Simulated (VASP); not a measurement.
# CsLiCr2Te2S3 (R32) in VASP: further runs, part 2 of 2

VASP 6.6.1.

## 4. Single point, PBE+D3(BJ), collinear spin, ferromagnetic start

The input, INCAR:

```
SYSTEM = CsLiCr2Te2S3
PREC = Accurate
ENCUT = 520
EDIFF = 1E-6
ISMEAR = -1
SIGMA = 0.05
LREAL = .False.
LASPH = .True.
NELM = 150
ALGO = Normal
ISIF = 2
LWAVE = .False.
LCHARG = .False.
ISPIN = 2
MAGMOM = 0 0 3 3 0 0 0 0 0
LORBIT = 11
LMAXMIX = 4
GGA = PE
IVDW = 12
NBANDS = 47
```

The input, KPOINTS:

```
regular mesh
0
Gamma
  4 4 4
  0 0 0
```

The input, POSCAR:

```
CsLiCr2Te2S3
1.0
    3.2812677595      1.8944392813      6.3690902827
   -3.2812677595      1.8944392813      6.3690902827
    0.0000000000     -3.7888831914      6.3690889059
Cs Li Cr Te S
1 1 2 2 3
Direct
    0.0000000000      0.0000000000      0.0000000000
    0.5000000000      0.5000000000      0.5000000000
    0.7953659432      0.7953659432      0.7953659432
    0.2046340568      0.2046340568      0.2046340568
    0.6681126379      0.6681126379      0.6681126379
    0.3318873621      0.3318873621      0.3318873621
    0.1376604266      0.8623395734      0.5000000000
    0.5000000000      0.1376604266      0.8623395734
    0.8623395734      0.5000000000      0.1376604266
```

Started as:

```sh
$ cat potpaw_PBE.64/Cs_sv/POTCAR potpaw_PBE.64/Li_sv/POTCAR potpaw_PBE.64/Cr_pv/POTCAR potpaw_PBE.64/Te/POTCAR potpaw_PBE.64/S/POTCAR > POTCAR
$ mpirun -np 1 vasp_std > vasp.out
```

It took 16 min on 1 thread of Intel Xeon 8259CL, shared host; peak memory 0.71 GiB.

Results (log left out):

* Free energy: -48.5307 eV
* Largest force: 0.017 eV/Å
* Band gap on the k mesh: zero (filled and empty bands overlap)
* Net moment: 4.00 μB per cell
* Site moments: Cs -0.01; Li +0.00; Cr +2.29; Te -0.22; S -0.08 μB
* Valence electrons inside the program's atomic spheres: Cs 6.58; Li 2.07; Cr 10.83; Te 3.40; S 3.76
* Dispersion energy per atom: -0.330 eV

Forces in eV/Å, atoms in the order of the input:
```
Cs   0.000  0.000  0.000
Li   0.000  0.000  0.000
Cr   0.000  0.000 -0.017
Cr   0.000  0.000  0.017
Te   0.000  0.000  0.010
Te   0.000  0.000 -0.010
S   -0.001  0.000  0.000
S    0.001 -0.001  0.000
S    0.001  0.001  0.000
```

Levels at points of the mesh, in eV from the Fermi level:
Spin up:
| k point | band 31 | band 32 | band 33 | band 34 | band 35 | band 36 | band 37 | band 38 | band 39 | band 40 |
| --- | --- | --- | --- | --- | --- | --- | --- | --- | --- | --- |
| (0.00, 0.00, 0.00) | -1.50 | -0.41 | -0.41 | -0.18 | -0.18 | 0.09 | 0.31 | 0.31 | 1.83 | 1.83 |
| (0.50, 0.00, 0.00) | -1.39 | -1.07 | -0.52 | -0.25 | -0.15 | 0.38 | 0.78 | 0.89 | 0.91 | 1.20 |
| (0.50, 0.50, 0.00) | -1.01 | -0.81 | -0.71 | -0.41 | 0.04 | 0.12 | 0.24 | 0.45 | 0.90 | 1.20 |
| (0.50, 0.50, 0.50) | -1.50 | -1.15 | -1.15 | -0.50 | -0.27 | -0.27 | 0.91 | 0.91 | 0.91 | 1.70 |
Spin down:
```
           k point  band 28  band 29  band 30  band 31  band 32  band 33  band 34  band 35
(0.00, 0.00, 0.00)    -2.06    -1.54    -0.16    -0.16     0.66     0.66     0.98     1.05
(0.50, 0.00, 0.00)    -1.76    -1.50    -0.99    -0.72     0.77     1.07     1.18     1.55
(0.50, 0.50, 0.00)    -1.90    -1.72    -0.75    -0.31     0.77     0.80     1.05     1.36
(0.50, 0.50, 0.50)    -1.75    -1.75    -0.69    -0.69     0.65     0.65     0.85     1.09
```

Caveat: the cutoff is under 1.25 times the usual one of these potentials, so pressure, stress and relaxed cells hold a basis-set (Pulay) error; three body term missing; spin-orbit coupling is left out, which moves the levels of the heavy elements; only a ferromagnetic start was run, and an antiferromagnetic order may lie lower in energy.

## 5. Single point, PBEsol, collinear spin, ferromagnetic start

This run uses another cell than the first one, of 26.45 Å³/atom.

The input, INCAR:

```
SYSTEM = CsLiCr2Te2S3
  PREC = Accurate
  ENCUT = 520
  EDIFF = 1E-6
  ISMEAR = -1
  SIGMA = 0.05
  LREAL = .FALSE.
  LASPH = .TRUE.
  NELM = 150
  ALGO = Normal
  ISIF = 2
  LWAVE = .FALSE.
  LCHARG = .TRUE.
  ISPIN = 2
  MAGMOM = 0 0 3 3 0 0 0 0 0
  LORBIT = 11
  LMAXMIX = 4
  GGA = PS
  LELF = .TRUE.
  LVHAR = .TRUE.
  NBANDS = 47
```

The input, KPOINTS:

```
Automatic mesh
0
G
  3 3 3
  0 0 0
```

The input, POSCAR:

```
CsLiCr2Te2S3
1.0
    3.2745108907      1.8905381917      6.4085872934
   -3.2745108907      1.8905381917      6.4085872934
    0.0000000000     -3.7810810409      6.4085859194
Cs Li Cr Te S
1 1 2 2 3
Direct
    0.0000000000      0.0000000000      0.0000000000
    0.5000000000      0.5000000000      0.5000000000
    0.7961346027      0.7961346027      0.7961346027
    0.2038653973      0.2038653973      0.2038653973
    0.6705817171      0.6705817171      0.6705817171
    0.3294182829      0.3294182829      0.3294182829
    0.1334165679      0.8665834321      0.5000000000
    0.5000000000      0.1334165679      0.8665834321
    0.8665834321      0.5000000000      0.1334165679
```

Started as:

```sh
$ cat potpaw_PBE.64/Cs_sv/POTCAR potpaw_PBE.64/Li_sv/POTCAR potpaw_PBE.64/Cr_pv/POTCAR potpaw_PBE.64/Te/POTCAR potpaw_PBE.64/S/POTCAR > POTCAR
$ mpirun -np 1 vasp_std > vasp.out
```

Run time: 4.4 min. Hardware: 1 thread of Intel Xeon Platinum 8259CL at 2.50GHz (Skylake/Cascade Lake), shared host; peak memory 0.62 GiB.

The run converged. Its results:

```
Free energy                                           : -48.3823 eV
Largest force                                         : 0.013 eV/Å
Band gap on the k mesh                                : zero (filled and empty bands overlap)
Net moment                                            : 4.01 μB per cell
Site moments                                          : Cs -0.01; Li +0.01; Cr +2.20; Te -0.18; S -0.07 μB
Valence electrons inside the program's atomic spheres : Cs 6.57; Li 2.07; Cr 10.89; Te 3.40; S 3.73
```

Forces in eV/Å, atoms in the order of the input:
```
Cs   0.000  0.000  0.000
Li   0.000  0.000  0.000
Cr   0.000  0.000 -0.008
Cr   0.000  0.000  0.008
Te   0.000  0.000  0.013
Te   0.000  0.000 -0.013
S   -0.011  0.000  0.000
S    0.006 -0.010  0.000
S    0.006  0.010  0.000
```

Levels at points of the mesh, in eV from the Fermi level:
Spin up:
```csv
k point,band 31,band 32,band 33,band 34,band 35,band 36,band 37,band 38,band 39,band 40
"(0.00, 0.00, 0.00)",-1.48,-0.42,-0.42,-0.12,-0.12,0.06,0.34,0.34,1.92,1.92
```
Spin down:
| k point | band 28 | band 29 | band 30 | band 31 | band 32 | band 33 | band 34 | band 35 |
| --- | --- | --- | --- | --- | --- | --- | --- | --- |
| (0.00, 0.00, 0.00) | -2.12 | -1.58 | -0.15 | -0.15 | 0.59 | 0.59 | 0.92 | 0.97 |

Caveat: the k points lie up to 0.39 Å⁻¹ apart; the cutoff is under 1.25 times the usual one of these potentials, so pressure, stress and relaxed cells hold a basis-set (Pulay) error; the PAW data sets were made with another functional, which shifts forces and pressure a little; spin-orbit coupling is left out, which moves the levels of the heavy elements; only a ferromagnetic start was run, and an antiferromagnetic order may lie lower in energy. With open d or f shells a metallic result of PBEsol can be an artefact of self-interaction; +U or a hybrid may open a gap.

## 6. Single point, revPBE, collinear spin, ferromagnetic start

This run uses another cell than the first one, of 29.18 Å³/atom.

The input, INCAR:

```
SYSTEM = CsLiCr2Te2S3
PREC     = Accurate       ! precision mode
ENCUT    = 750            ! plane-wave cutoff, eV
EDIFF    = 1E-6           ! SCF threshold, eV
ISMEAR   = -1             ! smearing method
SIGMA    = 0.05           ! smearing width, eV
LREAL    = .FALSE.        ! projectors in reciprocal space
LASPH    = .TRUE.         ! aspherical terms in the spheres
NELM     = 200            ! most SCF steps
ALGO     = Normal         ! electronic algorithm
ISIF     = 2              ! what is computed and relaxed
LWAVE    = .FALSE.        ! write WAVECAR
LCHARG   = .FALSE.        ! write CHGCAR
ISPIN    = 2              ! spin polarisation
MAGMOM   = 0 0 3 3 0 0 0 0 0 ! initial moments
LORBIT   = 11             ! projections on sites
LMAXMIX  = 4              ! l up to which the mixer works
GGA      = RE             ! functional
NBANDS   = 47             ! bands
GGA_COMPAT= .FALSE.      
KPAR     = 4
```

The input, KPOINTS:

```
regular mesh
0
G
  5 5 5
  0 0 0
```

The input, POSCAR:

```
CsLiCr2Te2S3
1.0
    3.3192900000      1.9163900000      6.8798200000
   -3.3192900000      1.9163900000      6.8798200000
    0.0000000000     -3.8327900000      6.8798200000
Cs Li Cr Te S
1 1 2 2 3
Direct
    0.0000000000      0.0000000000      0.0000000000
    0.5000000000      0.5000000000      0.5000000000
    0.7984800000      0.7984800000      0.7984800000
    0.2015200000      0.2015200000      0.2015200000
    0.6799000000      0.6799000000      0.6799000000
    0.3201000000      0.3201000000      0.3201000000
    0.1362600000      0.8637400000      0.5000000000
    0.5000000000      0.1362600000      0.8637400000
    0.8637400000      0.5000000000      0.1362600000
```

Potentials or basis: VASP PAW PBE potentials, release 64 (Cs_sv, Li_sv, Cr_pv, Te, S).

Started as:

```sh
$ cat potpaw_PBE.64/Cs_sv/POTCAR potpaw_PBE.64/Li_sv/POTCAR potpaw_PBE.64/Cr_pv/POTCAR potpaw_PBE.64/Te/POTCAR potpaw_PBE.64/S/POTCAR > POTCAR
$ mpirun -np 4 vasp_std > vasp.out
```

Run time: 8.9 min. Hardware: 4 MPI ranks of Intel Xeon Platinum 8259CL at 2.50GHz (Skylake/Cascade Lake), shared host; peak memory 1.4 GiB.

The run converged. Its results:

* Free energy: -43.4268 eV
* Pressure: 1.3 GPa
* Largest force: 0.090 eV/Å
* Band gap on the k mesh: zero (filled and empty bands overlap)
* Net moment: 4.00 μB per cell
* Site moments: Cs -0.01; Li +0.00; Cr +2.37; Te -0.25; S -0.09 μB
* Valence electrons inside the program's atomic spheres: Cs 6.59; Li 2.06; Cr 10.79; Te 3.40; S 3.76

Forces in eV/Å, atoms in the order of the input:
```
Cs   0.000  0.000  0.000
Li   0.000  0.000  0.000
Cr   0.000  0.000 -0.016
Cr   0.000  0.000  0.016
Te   0.000  0.000 -0.090
Te   0.000  0.000  0.090
S    0.068  0.000  0.000
S   -0.034  0.059  0.000
S   -0.034 -0.059  0.000
```

Stress tensor (GPa, compression positive):
```
1.38 0.00 0.00
0.00 1.38 0.00
0.00 0.00 1.21
```

Levels at points of the mesh, in eV from the Fermi level:
Spin up:
| k point | band 31 | band 32 | band 33 | band 34 | band 35 | band 36 | band 37 | band 38 | band 39 | band 40 |
| --- | --- | --- | --- | --- | --- | --- | --- | --- | --- | --- |
| (0.00, 0.00, 0.00) | -1.50 | -0.50 | -0.50 | -0.17 | -0.17 | 0.07 | 0.35 | 0.35 | 1.70 | 1.79 |
Spin down:
| k point | band 27 | band 28 | band 29 | band 30 | band 31 | band 32 | band 33 | band 34 | band 35 | band 36 |
| --- | --- | --- | --- | --- | --- | --- | --- | --- | --- | --- |
| (0.00, 0.00, 0.00) | -2.07 | -2.03 | -1.76 | -0.23 | -0.23 | 0.79 | 0.79 | 1.12 | 1.12 | 1.14 |

Caveat: the PAW data sets were made with another functional, which shifts forces and pressure a little; spin-orbit coupling is left out, which moves the levels of the heavy elements; only a ferromagnetic start was run, and an antiferromagnetic order may lie lower in energy. With open d or f shells a metallic result of revPBE can be an artefact of self-interaction; +U or a hybrid may open a gap.

## 7. The runs side by side

| level | cell | k mesh | cutoff (eV) | gap on the mesh (eV) | moment (μB) | largest force (eV/Å) |
| --- | --- | --- | --- | --- | --- | --- |
| PBEsol | a = 7.432 Å, angles 52.3°, 9 atoms, atomic positions A | 4 × 4 × 4 | 520 | none | 4.00 | 0.01 |
| PBE | a = 8.030 Å, angles 49.9°, 9 atoms, atomic positions B | 4 × 4 × 4 | 520 | none | 4.00 | 0.41 |
| PBE+D3(BJ) | a = 7.411 Å, angles 52.6°, 9 atoms, atomic positions C | 4 × 4 × 4 | 520 | none | 4.00 | 0.02 |
| PBEsol | a = 7.441 Å, angles 52.2°, 9 atoms, atomic positions A | 3 × 3 × 3 | 520 | none | 4.01 | 0.01 |
| revPBE | a = 7.875 Å, angles 49.9°, 9 atoms, atomic positions B | 5 × 5 × 5 | 750 | none | 4.00 | 0.09 |

Alike in all rows: task single point; potentials or basis VASP PAW PBE potentials, release 64 (Cs_sv, Li_sv, Cr_pv, Te, S); spin collinear, ferromagnetic start; smearing fermi-dirac 0.05 eV.

Caveats: some runs use coarse meshes; spin-orbit coupling is left out, which moves the levels of the heavy elements; only a ferromagnetic start was run, and an antiferromagnetic order may lie lower in energy; the cutoff is under 1.25 times the usual one of these potentials, so pressure, stress and relaxed cells hold a basis-set (Pulay) error (at least some runs); the PAW data sets were made with another functional, which shifts forces and pressure a little (at least some runs); three body term missing (at least some runs).

Absolute energies hang on the potentials; compare differences alone.
